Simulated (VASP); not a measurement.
Input of a VASP 6.6.1 run:

Contents of POSCAR:

```
Mg5Cd3O8
1.0
    8.8547350000      0.0000000000      0.0000000000
    0.0000000000      8.8547350000      0.0000000000
    0.0000000000      0.0000000000      8.8547350000
O Cd Mg
32 12 20
Direct
    0.2487340000      0.0030840000      0.0172650000
    0.2377910000      0.0019720000      0.4860120000
    0.2497620000      0.4997100000      0.0137900000
    0.2482080000      0.4977350000      0.4802970000
    0.7519270000      0.0042730000      0.9912290000
    0.7649190000      0.0137040000      0.5093710000
    0.7511640000      0.4988800000      0.0109870000
    0.7514050000      0.4850070000      0.4799890000
    0.0013210000      0.2645890000      0.9855960000
    0.0034200000      0.2395170000      0.5145370000
    0.0020350000      0.7380690000      0.9961210000
    0.0127120000      0.7611210000      0.5079860000
    0.4994960000      0.2638570000      0.9952490000
    0.4987220000      0.2510170000      0.5070600000
    0.4977270000      0.7351220000      0.9877850000
    0.4840700000      0.7495560000      0.5183470000
    0.0104130000      0.9864710000      0.2635270000
    0.9888900000      0.9987920000      0.7399490000
    0.0010330000      0.5110940000      0.2356520000
    0.9992500000      0.5042750000      0.7619780000
    0.4872590000      0.0132750000      0.2511300000
    0.5151300000      0.0009600000      0.7513580000
    0.4987920000      0.4898310000      0.2348200000
    0.5022830000      0.5000840000      0.7640210000
    0.2603660000      0.2522110000      0.2497770000
    0.2533930000      0.2490520000      0.7505390000
    0.2401860000      0.7485920000      0.2485550000
    0.2485730000      0.7525580000      0.7558120000
    0.7375920000      0.2595900000      0.2456340000
    0.7488980000      0.2404190000      0.7508700000
    0.7615120000      0.7383190000      0.2369770000
    0.7516970000      0.7631510000      0.7624720000
    0.0008150000      0.0000960000      0.9996800000
    0.0007530000      0.5005620000      0.4978500000
    0.4998370000      0.0006480000      0.9999590000
    0.4995100000      0.0016960000      0.5016110000
    0.4991600000      0.4991320000      0.4972310000
    0.7534810000      0.7519140000      0.5015480000
    0.2495840000      0.0007440000      0.7490390000
    0.2506450000      0.5006510000      0.7504000000
    0.7516530000      0.0012090000      0.2503440000
    0.7506960000      0.4999280000      0.7514750000
    0.0004890000      0.2510480000      0.2497600000
    0.4979760000      0.7475200000      0.2472440000
    0.0025620000      0.0004010000      0.5027230000
    0.0009610000      0.5012860000      0.0006020000
    0.4994840000      0.4987000000      0.0009460000
    0.2523460000      0.2562550000      0.0021900000
    0.2502270000      0.2479690000      0.4967250000
    0.2476480000      0.7435020000      0.0025700000
    0.2454500000      0.7537020000      0.4960500000
    0.7477810000      0.2558180000      0.9968870000
    0.7499230000      0.2480510000      0.5031000000
    0.7537110000      0.7430780000      0.9978000000
    0.2472590000      0.0011910000      0.2520730000
    0.2493940000      0.4993220000      0.2454860000
    0.7530240000      0.0024950000      0.7507870000
    0.7506450000      0.4972640000      0.2426270000
    0.9979640000      0.2471900000      0.7503520000
    0.0037550000      0.7477110000      0.2450610000
    0.0008420000      0.7536720000      0.7533890000
    0.4981180000      0.2546980000      0.2449000000
    0.5027880000      0.2505600000      0.7529910000
    0.5002970000      0.7506610000      0.7556740000
```

Contents of INCAR.step1:

```
SYSTEM = Mg5Cd3O8
  PREC = Accurate
  ENCUT = 520
  EDIFF = 1E-5
  ISMEAR = -1
  SIGMA = 0.05
  LREAL = Auto
  LASPH = .TRUE.
  NELM = 100
  ALGO = Normal
  ISIF = 2
  LWAVE = .TRUE.
  LCHARG = .FALSE.
  GGA = PE
  NBANDS = 226
  LUSENCCL = .FALSE.
```

INCAR.step2

```
SYSTEM = Mg5Cd3O8
  PREC = Accurate
  ENCUT = 520
  EDIFF = 1E-6
  ISMEAR = -1
  SIGMA = 0.05
  LREAL = Auto
  LASPH = .TRUE.
  NELM = 100
  ALGO = Normal
  ISIF = 2
  LWAVE = .FALSE.
  LCHARG = .FALSE.
  GGA = PE
  LHFCALC = .TRUE.
  HFSCREEN = 0.2079
  PRECFOCK = Fast
  ISTART = 1
  NBANDS = 226
  LUSENCCL = .FALSE.
```

File KPOINTS:

```
regular mesh
0
G
  1 1 1
  0 0 0
```

Potentials or basis: VASP PAW PBE potentials, release 64 (O, Cd, Mg).

The run is started by

```console
$ cat potpaw_PBE.64/O/POTCAR potpaw_PBE.64/Cd/POTCAR potpaw_PBE.64/Mg/POTCAR > POTCAR
$ cp INCAR.step1 INCAR
$ mpirun -np 1 vasp_gam > vasp.out
$ cp INCAR.step2 INCAR
$ mpirun -np 1 vasp_gam > vasp.out
```

Q: What does it give for the band gap on the k mesh?

A: 2.61 eV.

Q: What does it give for the largest force?

A: 0.130 eV/Å.

Q: Estimate the pressure.

A: 0.2 GPa.

Stress tensor (GPa, compression positive):
```
 0.26 -0.05  0.21
-0.05  0.13  0.20
 0.21  0.20  0.12
```

Caveat: the k points lie up to 0.71 Å⁻¹ apart; the PAW data sets were made with another functional, which shifts forces and pressure a little. A k mesh can miss the band edges.
